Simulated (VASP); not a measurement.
# GaSb (F-43m) in VASP: further runs

Aim: see how the results for GaSb move with the level of theory and the settings. Levels: B3LYP5, r2SCAN0. Tasks: single point.

Program: VASP 6.6.1. These are calculated values, not measurements. Logs are shortened: lines on timing, memory, paths and dates and some standing lists are left out, and cuts for length are marked.

### Step 1. The cell of the first run

It takes space group F-43m (No. 216, cubic). The conventional cell has a = 6.118 Å, b = 6.118 Å, c = 6.118 Å, α = 90.00°, β = 90.00°, γ = 90.00°. Sb (site symmetry -43m) has 4 Ga at 2.65 Å within 3.5 Å. Within 3.5 Å of Ga (site symmetry -43m) lie 4 Sb at 2.65 Å.

### Step 2. Single point, B3LYP5

Contents of POSCAR:

```
GaSb
1.0
    0.0000000000      3.0590000000      3.0590000000
    3.0590000000      0.0000000000      3.0590000000
    3.0590000000      3.0590000000      0.0000000000
Sb Ga
1 1
Direct
    0.7500000000      0.7500000000      0.7500000000
    0.0000000000      0.0000000000      0.0000000000
```

Contents of INCAR.step1:

```
  PREC = Accurate
  ENCUT = 520
  EDIFF = 1E-5
  ISMEAR = -1
  SIGMA = 0.05
  LREAL = F
  LASPH = T
  NELM = 100
  ALGO = Normal
  ISIF = 2
  LWAVE = T
  GGA = PE
  NBANDS = 16
```

Contents of INCAR.step2:

```
  PREC = Accurate
  ENCUT = 520
  EDIFF = 1E-6
  ISMEAR = -1
  SIGMA = 0.05
  LREAL = F
  LASPH = T
  NELM = 100
  ALGO = Normal
  ISIF = 2
  LWAVE = F
  LCHARG = T
  GGA = B5
  LHFCALC = T
  AEXX = 0.2
  AGGAX = 0.72
  AGGAC = 0.81
  ALDAC = 0.19
  PRECFOCK = Normal
  LELF = T
  LVHAR = T
  ISTART = 1
  NBANDS = 16
```

Contents of KPOINTS:

```
regular mesh
0
Gamma
  4 4 4
```

Potentials or basis: VASP PAW PBE potentials, release 64 (Sb, Ga_d).

Started as:

```console
$ cat potpaw_PBE.64/Sb/POTCAR potpaw_PBE.64/Ga_d/POTCAR > POTCAR
$ cp INCAR.step1 INCAR
$ mpirun -np 1 vasp_std > vasp.out
$ cp INCAR.step2 INCAR
$ mpirun -np 1 vasp_std > vasp.out
```

OUTCAR:

```text
PREC = Accurate
   ENCUT = 520
   EDIFF = 1E-6
   ISMEAR = -1
   LREAL = F
   LASPH = T
   NELM = 100
   ISIF = 2
   GGA = B5
   LHFCALC = T
   AEXX = 0.2
   PRECFOCK = Normal
   ISTART = 1

 ion  position               nearest neighbor table
   1  0.750  0.750  0.750-   2 2.65   2 2.65   2 2.65   2 2.65
   2  0.000  0.000  0.000-   1 2.65   1 2.65   1 2.65   1 2.65

  LATTYP: Found a face centered cubic cell.
 ALAT       =     6.1180000000

  Lattice vectors:

 A1 = (   0.0000000000,   3.0590000000,   3.0590000000)
 A2 = (   3.0590000000,   0.0000000000,   3.0590000000)
 A3 = (   3.0590000000,   3.0590000000,   0.0000000000)

Analysis of symmetry for initial positions (statically):
=====================================================================
 Subroutine PRICEL returns:
 Original cell was already a primitive cell.

 Routine SETGRP: Setting up the symmetry group for a
 face centered cubic supercell.

 Subroutine GETGRP returns: Found 24 space group operations
 (whereof 24 operations were pure point group operations)
 out of a pool of 48 trial point group operations.

The static configuration has the point symmetry T_d .

Analysis of symmetry for dynamics (positions and initial velocities):
=====================================================================
 Subroutine PRICEL returns:
 Original cell was already a primitive cell.

 Routine SETGRP: Setting up the symmetry group for a
 face centered cubic supercell.

 Subroutine GETGRP returns: Found 24 space group operations
 (whereof 24 operations were pure point group operations)
 out of a pool of 48 trial point group operations.

The dynamic configuration has the point symmetry T_d .

 Subroutine INISYM returns: Found 24 space group operations
 (whereof 24 operations are pure point group operations),
 and found     1 'primitive' translations

----------------------------------------------------------------------------------------

                                     Primitive cell

  volume of cell :      57.2491

  direct lattice vectors                    reciprocal lattice vectors
     0.000000000  3.059000000  3.059000000    -0.163452109  0.163452109  0.163452109
     3.059000000  0.000000000  3.059000000     0.163452109 -0.163452109  0.163452109
     3.059000000  3.059000000  0.000000000     0.163452109  0.163452109 -0.163452109

  length of vectors
     4.326079287  4.326079287  4.326079287     0.283107357  0.283107357  0.283107357

  position of ions in fractional coordinates (direct lattice)
     0.750000000  0.750000000  0.750000000
     0.000000000  0.000000000  0.000000000

  ion indices of the primitive-cell ions
   primitive index   ion index
                 1           1
                 2           2

----------------------------------------------------------------------------------------

 KPOINTS: regular mesh

Automatic generation of k-mesh.
 Grid dimensions read from file:
 generate k-points for:    4    4    4

 Generating k-lattice:

  Cartesian coordinates                     Fractional coordinates (reciprocal lattice)
    -0.040863027  0.040863027  0.040863027     0.250000000  0.000000000  0.000000000
     0.040863027 -0.040863027  0.040863027     0.000000000  0.250000000  0.000000000
     0.040863027  0.040863027 -0.040863027     0.000000000  0.000000000  0.250000000

  Length of vectors
     0.070776839  0.070776839  0.070776839

  Shift w.r.t. Gamma in fractional coordinates (k-lattice)
     0.000000000  0.000000000  0.000000000

 Subroutine IBZKPT returns following result:
 ===========================================

 Found      8 irreducible k-points:

 Following reciprocal coordinates:
            Coordinates               Weight
  0.000000  0.000000  0.000000      1.000000
  0.250000  0.000000  0.000000      8.000000
  0.500000  0.000000  0.000000      4.000000
  0.250000  0.250000  0.000000      6.000000
  0.500000  0.250000  0.000000     24.000000
 -0.250000  0.250000  0.000000     12.000000
  0.500000  0.500000  0.000000      3.000000
 -0.250000  0.500000  0.250000      6.000000
   k-points           NKPTS =      8   k-points in BZ     NKDIM =     64   number of bands    NBANDS=     16
   number of dos      NEDOS =    301   number of ions     NIONS =      2
   total plane-waves  NPLWV =  32768
   dimension x,y,z NGX =    32 NGY =   32 NGZ =   32
   dimension x,y,z NGXF=    64 NGYF=   64 NGZF=   64
   ions per type =               1   1
   NGX,Y,Z   is equivalent  to a cutoff of  12.30, 12.30, 12.30 a.u.
   NGXF,Y,Z  is equivalent  to a cutoff of  24.59, 24.59, 24.59 a.u.
 SYSTEM =  unknown system
   PREC   = accura    normal or accurate (medium, high low for compatibility)
   ISTART =      1    job   : 0-new  1-cont  2-samecut
   ICHARG =      0    charge: 1-file 2-atom 10-const
   ISPIN  =      1    spin polarized calculation?
   LNONCOLLINEAR =      F non collinear calculations
   LSORBIT =      F    spin-orbit coupling
[... 94 lines left out ...]
      9       3.8854      2.00000
     10       6.5085      0.00000
     11       9.4665      0.00000
     12       9.4665      0.00000
     13      11.1277      0.00000
     14      13.2857      0.00000
     15      13.6030      0.00000
     16      13.6030      0.00000

 k-point     3 :       0.5000    0.0000    0.0000
  band No.  band energies     occupation
      1     -12.6785      2.00000
      2     -12.6492      2.00000
      3     -12.6492      2.00000
      4     -12.6078      2.00000
      5     -12.6078      2.00000
      6      -6.0449      2.00000
      7      -2.2345      2.00000
      8       3.3883      2.00000
      9       3.3883      2.00000
     10       6.0926      0.00000
     11       9.5977      0.00000
     12       9.5977      0.00000
     13      12.5279      0.00000
     14      15.5138      0.00000
     15      16.0584      0.00000
     16      16.0584      0.00000

 k-point     4 :       0.2500    0.2500    0.0000
  band No.  band energies     occupation
      1     -12.6775      2.00000
      2     -12.6482      2.00000
      3     -12.6482      2.00000
      4     -12.6122      2.00000
      5     -12.6060      2.00000
      6      -6.8963      2.00000
      7       0.3211      2.00000
      8       2.8695      2.00000
      9       2.8695      2.00000
     10       6.9863      0.00000
     11       8.5246      0.00000
     12      11.4230      0.00000
     13      11.4230      0.00000
     14      12.4773      0.00000
     15      15.2423      0.00000
     16      15.4717      0.00000

 k-point     5 :       0.5000    0.2500    0.0000
  band No.  band energies     occupation
      1     -12.6853      2.00000
      2     -12.6440      2.00000
      3     -12.6427      2.00000
      4     -12.6128      2.00000
      5     -12.6064      2.00000
      6      -5.7143      2.00000
      7      -2.0270      2.00000
      8       1.3862      2.00000
      9       2.5066      2.00000
     10       7.3518      0.00000
     11       9.8175      0.00000
     12      11.1052      0.00000
     13      11.7828      0.00000
     14      15.1816      0.00000
     15      16.2046      0.00000
     16      16.6253      0.00000

 k-point     6 :      -0.2500    0.2500    0.0000
  band No.  band energies     occupation
      1     -12.6793      2.00000
      2     -12.6477      2.00000
      3     -12.6470      2.00000
      4     -12.6093      2.00000
      5     -12.6087      2.00000
      6      -6.1736      2.00000
      7      -1.3198      2.00000
      8       1.2698      2.00000
      9       3.3261      2.00000
     10       7.7628      0.00000
     11      10.4991      0.00000
     12      10.5974      0.00000
     13      11.0102      0.00000
     14      13.0440      0.00000
     15      14.6989      0.00000
     16      16.7710      0.00000

 k-point     7 :       0.5000    0.5000    0.0000
  band No.  band energies     occupation
      1     -12.6942      2.00000
      2     -12.6368      2.00000
      3     -12.6368      2.00000
      4     -12.6180      2.00000
      5     -12.6043      2.00000
      6      -5.1316      2.00000
      7      -2.7515      2.00000
      8       1.8743      2.00000
      9       1.8743      2.00000
     10       6.6271      0.00000
     11       7.0215      0.00000
     12      14.8190      0.00000
     13      14.8190      0.00000
     14      16.2634      0.00000
     15      17.0396      0.00000
     16      17.4180      0.00000

 k-point     8 :      -0.2500    0.5000    0.2500
  band No.  band energies     occupation
      1     -12.6880      2.00000
      2     -12.6438      2.00000
      3     -12.6381      2.00000
      4     -12.6132      2.00000
      5     -12.6075      2.00000
      6      -5.0873      2.00000
      7      -2.6094      2.00000
      8       1.0894      2.00000
      9       1.3367      2.00000
     10       9.5324      0.00000
     11      10.1900      0.00000
     12      10.3461      0.00000
     13      10.6629      0.00000
     14      16.1224      0.00000
     15      16.1415      0.00000
     16      17.5672      0.00000

------------------------ aborting loop because EDIFF is reached ----------------------------------------

  FORCE on cell =-STRESS in cart. coord.  units (eV):
  Direction    XX          YY          ZZ          XY          YZ          ZX
  --------------------------------------------------------------------------------------
  -------------------------------------------------------------------------------------
  Total        1.1258989      1.1258989      1.1258989     -0.0000000      0.0000000      0.0000000
  in kB       31.5095037     31.5095037     31.5095037     -0.0000000      0.0000000      0.0000000
  external PRESSURE =      31.5095037 kB  Pullay stress =       0.0000000 kB

 VOLUME and BASIS-vectors are now :
 -----------------------------------------------------------------------------
  energy-cutoff  :      520.00
  volume of cell :       57.25
      direct lattice vectors                 reciprocal lattice vectors
     0.000000000  3.059000000  3.059000000    -0.163452109  0.163452109  0.163452109
     3.059000000  0.000000000  3.059000000     0.163452109 -0.163452109  0.163452109
     3.059000000  3.059000000  0.000000000     0.163452109  0.163452109 -0.163452109

 POSITION                                       TOTAL-FORCE (eV/Angst)
 -----------------------------------------------------------------------------------
      4.58850      4.58850      4.58850        -0.000000     -0.000000      0.000000
      0.00000      0.00000      0.00000         0.000000      0.000000     -0.000000
 -----------------------------------------------------------------------------------
    total drift:                                0.000025      0.000027      0.000002

  FREE ENERGIE OF THE ION-ELECTRON SYSTEM (eV)
  ---------------------------------------------------
  free  energy   TOTEN  =        -7.9573353122 eV

  energy  without entropy=       -7.9573341297  energy(sigma->0) =       -7.95733472
```

Run time: 8.4 min. Hardware: 1 thread of AMD EPYC 9R45 (Zen 5), shared host; peak memory 0.17 GiB.

What came out:

- Free energy: -7.9573 eV
- Pressure: 3.2 GPa
- Band gap on the k mesh: 1.09 eV

Levels at points of the mesh, in eV from the valence-band top:
| k point | band 6 | band 7 | band 8 | band 9 | band 10 | band 11 | band 12 | band 13 |
| --- | --- | --- | --- | --- | --- | --- | --- | --- |
| (0.00, 0.00, 0.00) | -12.41 | 0.00 | 0.00 | 0.00 | 1.09 | 3.94 | 3.94 | 3.94 |
| (0.50, 0.00, 0.00) | -10.66 | -6.85 | -1.23 | -1.23 | 1.47 | 4.98 | 4.98 | 7.91 |
| (0.50, 0.50, 0.00) | -9.75 | -7.37 | -2.74 | -2.74 | 2.01 | 2.40 | 10.20 | 10.20 |

Caveat: the k points lie up to 0.44 Å⁻¹ apart; the PAW data sets were made with another functional, which shifts forces and pressure a little; spin-orbit coupling is left out, which moves the levels of the heavy elements. A k mesh can miss the band edges.

### Step 3. Single point, B3LYP5

POSCAR is that of step 2.

Contents of INCAR.step1:

```
SYSTEM = GaSb
PREC     = Accurate       ! precision mode
ENCUT    = 520            ! plane-wave cutoff, eV
EDIFF    = 1E-5           ! SCF threshold, eV
ISMEAR   = -1             ! smearing method
SIGMA    = 0.05           ! smearing width, eV
LREAL    = .FALSE.        ! projectors in reciprocal space
LASPH    = .TRUE.         ! aspherical terms in the spheres
NELM     = 80             ! most SCF steps
ALGO     = Normal         ! electronic algorithm
ISIF     = 2              ! what is computed and relaxed
LWAVE    = .TRUE.         ! write WAVECAR
NBANDS   = 16             ! bands
GGA      = PE             ! functional
```

Contents of INCAR.step2:

```
SYSTEM = GaSb
PREC     = Accurate       ! precision mode
ENCUT    = 520            ! plane-wave cutoff, eV
EDIFF    = 1E-7           ! SCF threshold, eV
ISMEAR   = -1             ! smearing method
SIGMA    = 0.05           ! smearing width, eV
LREAL    = .FALSE.        ! projectors in reciprocal space
LASPH    = .TRUE.         ! aspherical terms in the spheres
NELM     = 80             ! most SCF steps
ALGO     = Normal         ! electronic algorithm
ISIF     = 2              ! what is computed and relaxed
LWAVE    = .FALSE.        ! write WAVECAR
LCHARG   = .TRUE.         ! write CHGCAR
GGA      = B5             ! functional
LHFCALC  = .TRUE.         ! exact exchange
AEXX     = 0.2            ! exact-exchange fraction
AGGAX    = 0.72         
AGGAC    = 0.81         
ALDAC    = 0.19         
PRECFOCK = Normal       
LELF     = .TRUE.         ! ELF
LVHAR    = .TRUE.       
NBANDS   = 16             ! bands
ISTART   = 1
```

Contents of KPOINTS:

```
Automatic mesh
0
G
  4 4 4
  0 0 0
```

Potentials or basis: VASP PAW PBE potentials, release 64 (Sb, Ga_d).

Started as:

```console
$ cat potpaw_PBE.64/Sb/POTCAR potpaw_PBE.64/Ga_d/POTCAR > POTCAR
$ cp INCAR.step1 INCAR
$ mpirun -np 1 vasp_std > vasp.out
$ cp INCAR.step2 INCAR
$ mpirun -np 1 vasp_std > vasp.out
```

It took 8 min on 1 thread of AMD EPYC 9R45 (Zen 5), shared host; peak memory 0.17 GiB.

It converged, with:

```
Free energy            : -7.9573 eV
Pressure               : 3.1 GPa
Band gap on the k mesh : 1.09 eV
```

Levels at points of the mesh, in eV from the valence-band top:
```csv
k point,band 5,band 6,band 7,band 8,band 9,band 10,band 11,band 12,band 13,band 14
"(0.00, 0.00, 0.00)",-17.23,-12.41,0.00,0.00,0.00,1.09,3.94,3.94,3.94,7.27
"(0.50, 0.00, 0.00)",-17.23,-10.66,-6.85,-1.23,-1.23,1.47,4.98,4.98,7.91,10.90
"(0.50, 0.50, 0.00)",-17.22,-9.75,-7.37,-2.74,-2.74,2.01,2.40,10.20,10.20,11.64
```

Caveat: the k points lie up to 0.44 Å⁻¹ apart; the PAW data sets were made with another functional, which shifts forces and pressure a little; spin-orbit coupling is left out, which moves the levels of the heavy elements.

### Step 4. Single point, r2SCAN0

This run uses another cell than the first one, of 29.77 Å³/atom.

Contents of POSCAR:

```
GaSb
1.0
    0.0000000000      3.0992546163      3.0992546163
    3.0992546163      0.0000000000      3.0992546163
    3.0992546163      3.0992546163      0.0000000000
Sb Ga
1 1
Direct
    0.7500000000      0.7500000000      0.7500000000
    0.0000000000      0.0000000000      0.0000000000
```

Contents of INCAR.step1:

```
SYSTEM = GaSb
ALGO     = Normal         ! electronic algorithm
EDIFF    = 1E-5           ! SCF threshold, eV
ENCUT    = 440            ! plane-wave cutoff, eV
GGA      = PE             ! functional
GGA_COMPAT= .False.      
ISIF     = 2              ! what is computed and relaxed
ISMEAR   = -1             ! smearing method
LASPH    = .True.         ! aspherical terms in the spheres
LREAL    = .False.        ! projectors in reciprocal space
LWAVE    = .True.         ! write WAVECAR
NBANDS   = 21             ! bands
NELM     = 120            ! most SCF steps
PREC     = Accurate       ! precision mode
SIGMA    = 0.05           ! smearing width, eV
```

Contents of INCAR.step2:

```
SYSTEM = GaSb
AEXX     = 0.25           ! exact-exchange fraction
ALGO     = Normal         ! electronic algorithm
EDIFF    = 1E-6           ! SCF threshold, eV
ENCUT    = 440            ! plane-wave cutoff, eV
GGA_COMPAT= .False.      
ISIF     = 2              ! what is computed and relaxed
ISMEAR   = -1             ! smearing method
ISTART   = 1            
LASPH    = .True.         ! aspherical terms in the spheres
LCHARG   = .True.         ! write CHGCAR
LELF     = .True.         ! ELF
LHFCALC  = .True.         ! exact exchange
LMIXTAU  = .True.       
LREAL    = .False.        ! projectors in reciprocal space
LVHAR    = .True.       
LWAVE    = .False.        ! write WAVECAR
METAGGA  = R2SCAN         ! meta-GGA
NBANDS   = 21             ! bands
NELM     = 120            ! most SCF steps
PREC     = Accurate       ! precision mode
PRECFOCK = Normal       
SIGMA    = 0.05           ! smearing width, eV
```

Contents of KPOINTS:

```
k-points
0
Gamma
  4 4 4
  0 0 0
```

Potentials or basis: VASP PAW PBE potentials, release 64 (Sb_d_GW, Ga_d).

Started as:

```console
$ cat potpaw_PBE.64/Sb_d_GW/POTCAR potpaw_PBE.64/Ga_d/POTCAR > POTCAR
$ cp INCAR.step1 INCAR
$ mpirun -np 1 vasp_std > vasp.out
$ cp INCAR.step2 INCAR
$ mpirun -np 1 vasp_std > vasp.out
```

It took 8.9 min on 1 thread of Intel Xeon 6975P-C (Granite Rapids), shared host; peak memory 0.19 GiB.

It converged, with:

- Free energy: -32.4165 eV
- Pressure: -2.7 GPa
- Band gap on the k mesh: 1.43 eV

Levels at points of the mesh, in eV from the valence-band top:
| k point | band 11 | band 12 | band 13 | band 14 | band 15 | band 16 | band 17 | band 18 |
| --- | --- | --- | --- | --- | --- | --- | --- | --- |
| (0.00, 0.00, 0.00) | -12.68 | 0.00 | 0.00 | 0.00 | 1.43 | 4.28 | 4.28 | 4.28 |
| (0.50, 0.00, 0.00) | -10.92 | -6.93 | -1.23 | -1.23 | 1.78 | 5.33 | 5.33 | 8.22 |
| (0.50, 0.50, 0.00) | -10.01 | -7.44 | -2.77 | -2.77 | 2.31 | 2.67 | 10.71 | 10.71 |

Caveat: the k points lie up to 0.44 Å⁻¹ apart; the PAW data sets were made with another functional, which shifts forces and pressure a little; spin-orbit coupling is left out, which moves the levels of the heavy elements. A k mesh can miss the band edges.
